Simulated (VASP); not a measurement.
# Al (I4/mmm) in VASP: further runs

Runs on Al. Level: LDA. Tasks: single point.

Program: VASP 6.6.1. These are calculated values, not measurements. Logs are shortened: lines on timing, memory, paths and dates and some standing lists are left out, and cuts for length are marked.

### 1 The cell of the first run

Symmetry: I4/mmm, No. 139, tetragonal system. The conventional cell has a = 2.790 Å, b = 2.790 Å, c = 4.054 Å, α = 90.00°, β = 90.00°, γ = 90.00°. Within 3.7 Å of Al (site symmetry 4/mmm) lie 12 Al at 2.79 to 2.83 Å.

### 2 Single point, LDA (15.78 Å³/atom)

Contents of INCAR:

```
SYSTEM = Al
PREC = Accurate ; ENCUT = 520
EDIFF = 1E-6 ; ISMEAR = 0
SIGMA = 0.15 ; LREAL = .False.
LASPH = .True. ; NELM = 100
ALGO = Fast ; ISIF = 2
LWAVE = .False. ; LCHARG = .False.
NBANDS = 8
```

Contents of KPOINTS:

```
regular mesh
0
Gamma
  22 22 22
  0 0 0
```

Contents of POSCAR:

```
Al
1.0
   -1.3952102565      1.3952102565      2.0272405027
    1.3952102565     -1.3952102565      2.0272405027
    1.3952102565      1.3952102565     -2.0272405027
Al
1
Direct
    0.0000000000      0.0000000000      0.0000000000
```

Potentials or basis: VASP PAW LDA potentials, release 64 (Al).

Launch:

```console
cat potpaw_LDA.64/Al/POTCAR > POTCAR
mpirun -np 1 vasp_std > vasp.out
```

OUTCAR:

```text
SYSTEM = Al
   PREC = Accurate
   ENCUT = 520
   EDIFF = 1E-6
   ISMEAR = 0
   LREAL = .False.
   LASPH = .True.
   NELM = 100
   ISIF = 2

 ion  position               nearest neighbor table
   1  0.000  0.000  0.000-

  LATTYP: Found a body centered tetragonal cell.
 ALAT       =     2.7904205130
 C/A-ratio  =     1.4530000000

  Lattice vectors:

 A1 = (  -1.3952102565,   1.3952102565,   2.0272405027)
 A2 = (   1.3952102565,  -1.3952102565,   2.0272405027)
 A3 = (   1.3952102565,   1.3952102565,  -2.0272405027)

Analysis of symmetry for initial positions (statically):
=====================================================================
 Subroutine PRICEL returns:
 Original cell was already a primitive cell.

 Routine SETGRP: Setting up the symmetry group for a
 body centered tetragonal supercell.

 Subroutine GETGRP returns: Found 16 space group operations
 (whereof 16 operations were pure point group operations)
 out of a pool of 16 trial point group operations.

The static configuration has the point symmetry D_4h.

Analysis of symmetry for dynamics (positions and initial velocities):
=====================================================================
 Subroutine PRICEL returns:
 Original cell was already a primitive cell.

 Routine SETGRP: Setting up the symmetry group for a
 body centered tetragonal supercell.

 Subroutine GETGRP returns: Found 16 space group operations
 (whereof 16 operations were pure point group operations)
 out of a pool of 16 trial point group operations.

The dynamic configuration has the point symmetry D_4h.

 Subroutine INISYM returns: Found 16 space group operations
 (whereof 16 operations are pure point group operations),
 and found     1 'primitive' translations

----------------------------------------------------------------------------------------

                                     Primitive cell

  volume of cell :      15.7850

  direct lattice vectors                    reciprocal lattice vectors
    -1.395210256  1.395210256  2.027240503     0.000000000  0.358368925  0.246640692
     1.395210256 -1.395210256  2.027240503     0.358368925  0.000000000  0.246640692
     1.395210256  1.395210256 -2.027240503     0.358368925  0.358368925  0.000000000

  length of vectors
     2.828944569  2.828944569  2.828944569     0.435040133  0.435040133  0.506810194

  position of ions in fractional coordinates (direct lattice)
     0.000000000  0.000000000  0.000000000

  ion indices of the primitive-cell ions
   primitive index   ion index
                 1           1

----------------------------------------------------------------------------------------

 KPOINTS: regular mesh

Automatic generation of k-mesh.
 Grid dimensions read from file:
 generate k-points for:   22   22   22

 Generating k-lattice:

  Cartesian coordinates                     Fractional coordinates (reciprocal lattice)
     0.000000000  0.016289497  0.011210941     0.045454545 -0.000000000  0.000000000
     0.016289497  0.000000000  0.011210941    -0.000000000  0.045454545  0.000000000
     0.016289497  0.016289497  0.000000000     0.000000000  0.000000000  0.045454545

  Length of vectors
     0.019774552  0.019774552  0.023036827

  Shift w.r.t. Gamma in fractional coordinates (k-lattice)
     0.000000000  0.000000000  0.000000000

 Subroutine IBZKPT returns following result:
 ===========================================

 Found    834 irreducible k-points:

 Following reciprocal coordinates:
            Coordinates               Weight
  0.000000  0.000000  0.000000      1.000000
  0.045455 -0.000000  0.000000      8.000000
  0.090909 -0.000000  0.000000      8.000000
  0.136364 -0.000000  0.000000      8.000000
  0.181818 -0.000000  0.000000      8.000000
  0.227273  0.000000 -0.000000      8.000000
[... 16 lines left out ...]
  0.500000  0.045455  0.000000     16.000000
 -0.454545  0.045455  0.000000     16.000000
 [... further k-points ...]
   k-points           NKPTS =    834   k-points in BZ     NKDIM =    834   number of bands    NBANDS=      8
   number of dos      NEDOS =    301   number of ions     NIONS =      1
   total plane-waves  NPLWV =  13824
   dimension x,y,z NGX =    24 NGY =   24 NGZ =   24
   dimension x,y,z NGXF=    48 NGYF=   48 NGZF=   48
   ions per type =               1
   NGX,Y,Z   is equivalent  to a cutoff of  14.10, 14.10, 14.10 a.u.
   NGXF,Y,Z  is equivalent  to a cutoff of  28.21, 28.21, 28.21 a.u.
 SYSTEM =  Al
   PREC   = accura    normal or accurate (medium, high low for compatibility)
   ISTART =      0    job   : 0-new  1-cont  2-samecut
   ICHARG =      2    charge: 1-file 2-atom 10-const
   ISPIN  =      1    spin polarized calculation?
   LNONCOLLINEAR =      F non collinear calculations
   LSORBIT =      F    spin-orbit coupling
   LASPH  =      T    aspherical Exc in radial PAW
   ENCUT  =  520.0 eV  38.22 Ry    6.18 a.u.   5.26  5.26  5.26*2*pi/ulx,y,z
   NELM   =    100;   NELMIN=  2; NELMDL= -5     # of ELM steps
   EDIFF  = 0.1E-05   stopping-criterion for ELM
   LREAL  =      F    real-space projection
   EDIFFG = 0.1E-04   stopping-criterion for IOM
   NSW    =      0    number of steps for IOM
   IBRION =     -1    ionic relax: 0-MD 1-quasi-New 2-CG
   NFREE  =      0    steps in history (QN), initial steepest desc. (CG)
   ISIF   =      2    stress and relaxation
   ISYM   =      2    0-nonsym 1-usesym 2-fastsym
   POTIM  = 0.5000    time-step for ionic-motion
   TEBEG  =    0.0;   TEEND  =   0.0 temperature during run
   PSTRESS=    0.0 pullay stress
   NELECT =       3.0000    total number of electrons
   NUPDOWN=      -1.0000    fix difference up-down
   EMIN   =  10.00;   EMAX   =-10.00  energy-range for DOS
   EFERMI =   0.00;   METHOD = LEGACY
   ISMEAR =     0;   SIGMA  =   0.15  broadening in eV -4-tet -1-fermi 0-gaus
   EFERMI_NEDOS =   21; number of points for ismear=-14 and -15
   IALGO  =     68    algorithm
   IMIX   =      4    mixing-type and parameters
     AMIX     =   0.40;   BMIX     =  1.00
     AMIX_MAG =   1.60;   BMIX_MAG =  1.00
  volume/ion in A,a.u.               =      15.78       106.52
  Fermi-wavevector in a.u.,A,eV,Ry     =   0.941240  1.778686 12.053847  0.885933
  Thomas-Fermi vector in A             =   2.068731
   LORBIT       =      0    0 simple, 1 ext, 2 COOP (PROOUT), +10 PAW based schemes
   GGA     = CA    functional components
   LHFCALC =     F    Hartree Fock is set to
   AEXX    =    0.0000 exact exchange contribution
   IVDW    =     0    specifies the selected vdW correction
   LEPSILON=     F    determine dielectric tensor
   LRPA    =     F    only Hartree local field effects (RPA)
 non-spin polarized calculation
 RMM-DIIS sequential band-by-band and
 Gauss-broadening in eV      SIGMA  =   0.15
  energy-cutoff  :      520.00
  volume of cell :       15.78
 maximum number of plane-waves:       444
 NGX is ok and might be reduce to    24
   NGX = 11   NGY = 11   NGZ = 11

 number of electron       3.0000000 magnetization

 Free energy of the ion-electron system (eV)
  ---------------------------------------------------
  ext. energy  EPLUGINS =         0.00000000
  ---------------------------------------------------
  free energy    TOTEN  =        -4.19307508 eV

  energy without entropy =       -4.18864607  energy(sigma->0) =       -4.19086057

 E-fermi :   8.2463     XC(G=0): -10.5085

 val. band max:        8.2441566451   @ k =  -0.4545   0.4545   0.0909
 cond. band min:       8.2525083818   @ k =  -0.3182  -0.3182   0.0455
 fundamental gap:      0.0083517367
 Fermi energy:         8.2463185958

 k-point     1 :       0.0000    0.0000    0.0000
  band No.  band energies     occupation
      1      -3.1498      2.00000
      2      20.8761      0.00000
      3      21.1838      0.00000
      4      21.1838      0.00000
      5      22.7144      0.00000
      6      22.7144      0.00000
      7      22.7948      0.00000
      8      25.2081      0.00000

 k-point     2 :       0.0455   -0.0000    0.0000
  band No.  band energies     occupation
      1      -3.0921      2.00000
      2      19.9431      0.00000
      3      20.7838      0.00000
      4      20.9745      0.00000
      5      23.0152      0.00000
      6      23.0517      0.00000
      7      23.2420      0.00000
      8      25.8051      0.00000

 k-point     3 :       0.0909   -0.0000    0.0000
  band No.  band energies     occupation
      1      -2.9191      2.00000
      2      18.1518      0.00000
      3      20.3564      0.00000
      4      20.5830      0.00000
      5      23.4105      0.00000
      6      23.6744      0.00000
      7      23.7194      0.00000
      8      26.2825      0.00000

 k-point     4 :       0.1364   -0.0000    0.0000
  band No.  band energies     occupation
      1      -2.6312      2.00000
      2      16.2802      0.00000
      3      19.9383      0.00000
      4      20.2059      0.00000
      5      23.3362      0.00000
      6      24.3264      0.00000
      7      24.4497      0.00000
      8      25.6271      0.00000

 k-point     5 :       0.1818   -0.0000    0.0000
  band No.  band energies     occupation
      1      -2.2292      2.00000
      2      14.4331      0.00000
      3      19.5821      0.00000
      4      19.8964      0.00000
      5      23.1941      0.00000
      6      24.0007      0.00000
      7      24.8447      0.00000
      8      26.0316      0.00000
[... 177 lines left out ...]
 k-point    22 :       0.4545    0.0455    0.0000
  band No.  band energies     occupation
      1       2.9094      2.00000
      2       4.5751      2.00000
      3      18.5883      0.00000
      4      18.9972      0.00000
      5      20.5248      0.00000
      6      20.7250      0.00000
      7      24.0383      0.00000
      8      25.0348      0.00000

 k-point    23 :       0.5000    0.0455    0.0000
  band No.  band energies     occupation
      1       3.3113      2.00000
      2       4.1375      2.00000
      3      18.6426      0.00000
      4      18.9564      0.00000
      5      20.2960      0.00000
      6      20.8816      0.00000
      7      24.4293      0.00000
      8      24.5991      0.00000

 k-point    24 :      -0.4545    0.0455    0.0000
  band No.  band energies     occupation
      1       2.2016      2.00000
      2       5.4121      2.00000
      3      18.3906      0.00000
      4      19.4102      0.00000
      5      20.0047      0.00000
      6      21.2975      0.00000
      7      24.2294      0.00000
      8      24.9445      0.00000

 [... further k-points ...]

------------------------ aborting loop because EDIFF is reached ----------------------------------------

  FORCE on cell =-STRESS in cart. coord.  units (eV):
  Direction    XX          YY          ZZ          XY          YZ          ZX
  --------------------------------------------------------------------------------------
  -------------------------------------------------------------------------------------
  Total        0.0920134      0.0920134     -0.1157021      0.0000000     -0.0000000      0.0000000
  in kB        9.3393549      9.3393549    -11.7437573      0.0000000     -0.0000000      0.0000000
  external PRESSURE =       2.3116508 kB  Pullay stress =       0.0000000 kB

 VOLUME and BASIS-vectors are now :
 -----------------------------------------------------------------------------
  energy-cutoff  :      520.00
  volume of cell :       15.78
      direct lattice vectors                 reciprocal lattice vectors
    -1.395210256  1.395210256  2.027240503     0.000000000  0.358368925  0.246640692
     1.395210256 -1.395210256  2.027240503     0.358368925  0.000000000  0.246640692
     1.395210256  1.395210256 -2.027240503     0.358368925  0.358368925  0.000000000

 POSITION                                       TOTAL-FORCE (eV/Angst)
 -----------------------------------------------------------------------------------
      0.00000      0.00000      0.00000         0.000000      0.000000      0.000000
 -----------------------------------------------------------------------------------
    total drift:                                0.000000      0.000000      0.000000

  FREE ENERGIE OF THE ION-ELECTRON SYSTEM (eV)
  ---------------------------------------------------
  free  energy   TOTEN  =        -4.1930750761 eV

  energy  without entropy=       -4.1886460655  energy(sigma->0) =       -4.19086057
```

Run time: 97 s. Hardware: 1 thread of Intel Xeon 8259CL, shared host; peak memory 0.2 GiB.

What came out:

| Item | Value |
| --- | --- |
| Free energy | -4.1931 eV |
| Pressure | 0.2 GPa |
| Band gap on the k mesh | zero (an odd number of electrons rules out a gap without spin polarisation) |

### 3 Single point, LDA (14.92 Å³/atom)

This run uses another cell than the first one, of 14.92 Å³/atom.

Contents of INCAR:

```
SYSTEM = Al
PREC = Accurate ; ENCUT = 520
EDIFF = 1E-7 ; ISMEAR = 0
SIGMA = 0.15 ; LREAL = .False.
LASPH = .True. ; NELM = 60
ALGO = Normal ; ISIF = 2
LWAVE = .False. ; LCHARG = .False.
GGA = CA ; NBANDS = 8
```

Contents of KPOINTS:

```
Automatic mesh
0
Gamma
  22 22 22
  0 0 0
```

Contents of POSCAR:

```
Al
1.0
   -1.3692447124      1.3692447124      1.9895125672
    1.3692447124     -1.3692447124      1.9895125672
    1.3692447124      1.3692447124     -1.9895125672
Al
1
Direct
    0.0000000000      0.0000000000      0.0000000000
```

Potentials or basis: VASP PAW LDA potentials, release 64 (Al).

Launch:

```console
cat potpaw_LDA.64/Al/POTCAR > POTCAR
mpirun -np 1 vasp_std > vasp.out
```

OUTCAR:

```text
SYSTEM = Al
   PREC = Accurate
   ENCUT = 520
   EDIFF = 1E-7
   ISMEAR = 0
   LREAL = .False.
   LASPH = .True.
   NELM = 60
   ISIF = 2
   GGA = CA

 ion  position               nearest neighbor table
   1  0.000  0.000  0.000-

  LATTYP: Found a body centered tetragonal cell.
 ALAT       =     2.7384894248
 C/A-ratio  =     1.4530000001

  Lattice vectors:

 A1 = (  -1.3692447124,   1.3692447124,   1.9895125672)
 A2 = (   1.3692447124,  -1.3692447124,   1.9895125672)
 A3 = (   1.3692447124,   1.3692447124,  -1.9895125672)

Analysis of symmetry for initial positions (statically):
=====================================================================
 Subroutine PRICEL returns:
 Original cell was already a primitive cell.

 Routine SETGRP: Setting up the symmetry group for a
 body centered tetragonal supercell.

 Subroutine GETGRP returns: Found 16 space group operations
 (whereof 16 operations were pure point group operations)
 out of a pool of 16 trial point group operations.

The static configuration has the point symmetry D_4h.

Analysis of symmetry for dynamics (positions and initial velocities):
=====================================================================
[... 162 lines left out ...]
 Fermi energy:         8.8676925116

 k-point     1 :       0.0000    0.0000    0.0000
  band No.  band energies     occupation
      1      -2.9345      2.00000
      2      21.8039      0.00000
      3      22.1222      0.00000
      4      22.1222      0.00000
      5      24.1073      0.00000
      6      24.1073      0.00000
      7      24.1959      0.00000
      8      26.2508      0.00000
[... 243 lines left out ...]
 k-point    24 :      -0.4545    0.0455    0.0000
  band No.  band energies     occupation
      1       2.6060      2.00000
      2       5.9421      2.00000
      3      19.3889      0.00000
      4      20.3744      0.00000
      5      21.1488      0.00000
      6      22.4242      0.00000
      7      25.4198      0.00000
      8      26.1957      0.00000

 [... further k-points ...]

------------------------ aborting loop because EDIFF is reached ----------------------------------------

  FORCE on cell =-STRESS in cart. coord.  units (eV):
  Direction    XX          YY          ZZ          XY          YZ          ZX
  --------------------------------------------------------------------------------------
  -------------------------------------------------------------------------------------
  Total        0.6144697      0.6144697      0.3646421      0.0000000     -0.0000000      0.0000000
  in kB       65.9845461     65.9845461     39.1569284      0.0000000     -0.0000000      0.0000000
  external PRESSURE =      57.0420069 kB  Pullay stress =       0.0000000 kB

 VOLUME and BASIS-vectors are now :
 -----------------------------------------------------------------------------
  energy-cutoff  :      520.00
  volume of cell :       14.92
      direct lattice vectors                 reciprocal lattice vectors
    -1.369244712  1.369244712  1.989512567     0.000000000  0.365164821  0.251317839
     1.369244712 -1.369244712  1.989512567     0.365164821  0.000000000  0.251317839
     1.369244712  1.369244712 -1.989512567     0.365164821  0.365164821  0.000000000

 POSITION                                       TOTAL-FORCE (eV/Angst)
 -----------------------------------------------------------------------------------
      0.00000      0.00000      0.00000        -0.000000      0.000000     -0.000000
 -----------------------------------------------------------------------------------
    total drift:                                0.000000      0.000000      0.000000

  FREE ENERGIE OF THE ION-ELECTRON SYSTEM (eV)
  ---------------------------------------------------
  free  energy   TOTEN  =        -4.1777635471 eV

  energy  without entropy=       -4.1735410986  energy(sigma->0) =       -4.17565232
```

stdout:

```text
POSCAR found type information on POSCAR Al
 POSCAR found :  1 types and       1 ions
 scaLAPACK will be used
 LDA part: xc-table for (Slater(with rela. corr.)+CA(PZ))
 , standard interpolation
 POSCAR, INCAR and KPOINTS ok, starting setup
 FFT: planning ... GRIDC
 FFT: planning ... GRID_SOFT
 FFT: planning ... GRID
 WAVECAR not read
 entering main loop
```

It took 3.1 min on 1 thread of AMD EPYC, shared host; peak memory 0.16 GiB.

Results:

- Free energy: -4.1778 eV
- Pressure: 5.7 GPa
- Band gap on the k mesh: zero (an odd number of electrons rules out a gap without spin polarisation)

Caveat: the cell stands under pressure.

(Continued in part 2 of 2.)
